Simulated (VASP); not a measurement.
Input of a VASP 6.6.1 run:

Contents of POSCAR:

```
Ag
1.0
    2.9535938708      0.0000000000      0.0000000000
   -1.4767969354      2.5578873245      0.0000000000
    0.0000000000      0.0000000000      4.7765950273
Ag
2
Direct
    0.3333333333      0.6666666667      0.2500000000
    0.6666666667      0.3333333333      0.7500000000
```

File INCAR.step1:

```
SYSTEM = Ag
ALGO = Normal
EDIFF = 1E-4
ENCUT = 520
GGA = PE
ISMEAR = -1
LASPH = .TRUE.
LCHARG = .FALSE.
LREAL = .FALSE.
LWAVE = .TRUE.
NBANDS = 18
NELM = 60
PREC = Accurate
SIGMA = 0.1
```

Contents of INCAR.step2:

```
SYSTEM = Ag
ALGO = Normal
EDIFF = 1E-7
ENCUT = 520
ISIF = 2
ISMEAR = -1
ISTART = 1
LASPH = .TRUE.
LCHARG = .FALSE.
LMIXTAU = .TRUE.
LREAL = .FALSE.
LWAVE = .FALSE.
METAGGA = R2SCAN
NBANDS = 18
NELM = 60
PREC = Accurate
SIGMA = 0.1
```

KPOINTS

```
k-points
0
G
  14 14 8
  0 0 0
```

Potentials or basis: VASP PAW PBE potentials, release 64 (Ag).

Launch:

```console
$ cat potpaw_PBE.64/Ag/POTCAR > POTCAR
$ cp INCAR.step1 INCAR
$ mpirun -np 1 vasp_std > vasp.out
$ cp INCAR.step2 INCAR
$ mpirun -np 1 vasp_std > vasp.out
```

(1) Estimate the pressure.

(2) Predict the band gap on the k mesh.

Results:

(1) -3.5 GPa.

(2) zero (band 11 reaches 11.33 eV, above the bottom of band 12 at 4.00 eV).

Caveat: the PAW data sets were made with another functional, which shifts forces and pressure a little.
